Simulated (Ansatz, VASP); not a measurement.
## One calculation of In, two programs

```xyz
1
Lattice="-1.6505 1.6505 2.4739 1.6505 -1.6505 2.4739 1.6505 1.6505 -2.4739" Properties=species:S:1:pos:R:3 pbc="T T T"
In    0.0000    0.0000    0.0000
```

Change from the starting cell: strain +0.015 along x and y, +0.000 along z, atoms carried along.

Alike in both runs: task single point; functional PBEsol; k mesh 20 × 20 × 20; occupations gaussian, width 0.15 eV; no spin polarisation.

```csv
,VASP,Ansatz
version,VASP 6.6.1,Ansatz 0.2.0
potentials or method,"VASP PAW PBE potentials, release 64 (In_d), cutoff 520 eV","scalar-relativistic, plane waves, PAW"
valence electrons in the cell,13,13
```

```tsv
	VASP	Ansatz	Ansatz less VASP
gap on the k mesh at the Fermi level (eV)	none	none	-
pressure (GPa)	-2.0	-2.0	-0.01
```

VASP's potentials were made for PBE, not for PBEsol. A gap of «none» marks a metal or a gap that the smearing closes.
